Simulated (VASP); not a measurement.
PbSe (wurtzite type): relaxation of cell and atoms with PBE

PbSe (wurtzite type):

```
Pb Se
1.0
     4.55586    0.00000    0.00000
    -2.27793    3.94549    0.00000
     0.00000    0.00000    7.42605
Pb Se
2 2
Cartesian
  0.0000 2.6303 0.0000
  2.2779 1.3152 3.7130
  0.0000 2.6303 2.7922
  2.2779 1.3152 6.5052
```

```json
{"Program": "VASP 6.6.1", "Task": "relaxation of cell and atoms", "Functional": "PBE", "Potentials or basis": "VASP PAW PBE potentials, release 64 (Pb_d, Se)", "Cutoff": "600 eV", "k mesh": "8 × 8 × 5", "Occupations": "fermi-dirac, width 0.08 eV", "Spin": "no spin polarisation", "Dipole correction": "no", "Further INCAR settings": "ALGO = Fast; EDIFF = 1e-07; IBRION = 2; EDIFFG = -0.005; NSW = 100; ISIF = 3"}
```

```json
{
 "Relaxed volume": "36.77 Å³/atom",
 "Relaxed cell": "a = 5.218 Å, b = 5.218 Å, c = 6.238 Å, α = 90.00°, β = 90.00°, γ = 120.00°",
 "Space group after relaxing (to 0.1 Å)": "P6_3/mmc (No. 194)",
 "Energy gained by relaxing": "232.2 meV/atom",
 "Ionic steps": "64",
 "Pressure after relaxing": "0.0 GPa",
 "Band gap on the k mesh": "1.61 eV (least direct gap 1.70 eV)"
}
```

The path:
```
step  energy change (eV)  largest force (eV/Å)  pressure (GPa)  volume (Å³)
   1              0.0000                0.0739            9.10       133.48
   3             -0.6922                0.0173            0.05       161.85
   5             -0.6944                0.0417           -0.06       162.41
   7             -0.6990                0.3073            0.11       161.81
   9             -0.7022                0.2036            0.02       162.07
  11             -0.7139                0.2321           -0.02       162.03
  13             -0.7519                0.4367           -0.22       161.16
  15             -0.7357                0.5534           -0.10       160.95
  17             -0.7436                0.5436           -0.19       160.90
  19             -0.7638                0.5201           -0.56       160.48
  21             -0.8117                0.3606           -0.69       159.06
  23             -0.8959                0.0285           -0.67       152.75
  25             -0.9107                0.0035           -0.14       149.49
  27             -0.9161                0.0363            0.43       146.69
  29             -0.9223                0.0616            0.23       147.25
  31             -0.9239                0.0359           -0.11       148.46
  33             -0.9246                0.0261           -0.03       148.03
  35             -0.9247                0.0239            0.00       147.87
  37             -0.9260                0.0249            0.11       147.18
  39             -0.9264                0.0272            0.21       146.64
  41             -0.9274                0.0197            0.09       147.00
  43             -0.9278                0.0148           -0.03       147.38
  45             -0.9284                0.0050           -0.07       147.45
  47             -0.9285                0.0055            0.00       147.11
  49             -0.9286                0.0053            0.03       146.98
  51             -0.9286                0.0056            0.04       146.95
  53             -0.9286                0.0053           -0.01       147.13
  55             -0.9287                0.0040           -0.03       147.18
  57             -0.9287                0.0028           -0.03       147.17
  59             -0.9287                0.0033            0.01       147.03
  61             -0.9288                0.0025            0.03       146.92
  63             -0.9288                0.0021            0.03       146.94
  64             -0.9288                0.0016           -0.01       147.08
```

Final structure:
```
Pb Se
1.0
     5.21780    0.00000    0.00000
    -2.60890    4.51875    0.00000
     0.00000    0.00000    6.23790
Pb Se
2 2
Direct
  0.33333 0.66667 0.93929
  0.66667 0.33333 0.43929
  0.33333 0.66667 0.43671
  0.66667 0.33333 0.93671
```

Levels at points of the mesh, in eV from the valence-band top:
| k point | band 18 | band 19 | band 20 | band 21 | band 22 | band 23 |
| --- | --- | --- | --- | --- | --- | --- |
| (0.00, 0.00, 0.00) | -1.43 | -1.41 | -1.41 | 1.98 | 1.98 | 3.40 |
| (0.50, 0.00, 0.00) | -1.81 | -1.79 | -0.41 | 2.80 | 3.38 | 4.18 |

It took 41 min on 1 thread of Intel(R) Xeon(R) 6975P-C (Granite Rapids), on a shared host, peak memory 0.38 GiB.

Caveat: a cell axis changed by over 15 % at a fixed basis, so the end point is rough; spin-orbit coupling is left out, which moves the levels of the heavy elements; an odd mesh through Γ misses points on the zone boundary, where band edges can lie.
